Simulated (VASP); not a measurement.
Crystal: LiTc.

```xyz
2
Lattice="3.2850 0.0000 0.0000 0.0000 3.2850 0.0000 0.0000 0.0000 3.2850" Properties=species:S:1:pos:R:3 pbc="T T T"
Tc    0.0000    0.0000    0.0000
Li    1.6425    1.6425    1.6425
```

| Quantity | Value |
| --- | --- |
| Program | VASP 6.6.1 |
| Task | relaxation of cell and atoms |
| Functional | PBEsol |
| Potentials or basis | VASP PAW PBE potentials, release 64 (Tc_pv, Li_sv) |
| Cutoff | 600 eV |
| k mesh | 7 × 7 × 7 |
| Occupations | methfessel-paxton, width 0.1 eV |
| Spin | no spin polarisation |

At the start: pressure -21.8 GPa; volume 17.72 Å³/atom.

Problem. How do energy, volume and symmetry change on relaxing?

Solution. Over 3 steps the energy falls by 565.5 meV/atom and the volume is 11.97 Å³/atom (-32.5 %); space group Pm-3m (No. 221, to 0.05 Å).

Step by step:
| step | energy change (eV) | largest force (eV/Å) | pressure (GPa) | volume (Å³) |
| --- | --- | --- | --- | --- |
| 1 | 0.0000 | 0.0000 | -21.82 | 35.45 |
| 2 | -1.1263 | 0.0000 | -2.85 | 24.45 |
| 3 | -1.1311 | 0.0000 | -0.18 | 23.94 |

Final structure:
```
Tc Li
1.0
     2.88195    0.00000    0.00000
     0.00000    2.88195    0.00000
     0.00000    0.00000    2.88195
Tc Li
1 1
Direct
  0.00000 0.00000 0.00000
  0.50000 0.50000 0.50000
```

Caveat: the cutoff is under 1.25 times the usual one of these potentials, so pressure, stress and relaxed cells hold a basis-set (Pulay) error; the volume moved by over 15 % at a fixed basis, so the end points are rough; the PAW data sets were made with another functional, which shifts forces and pressure a little.
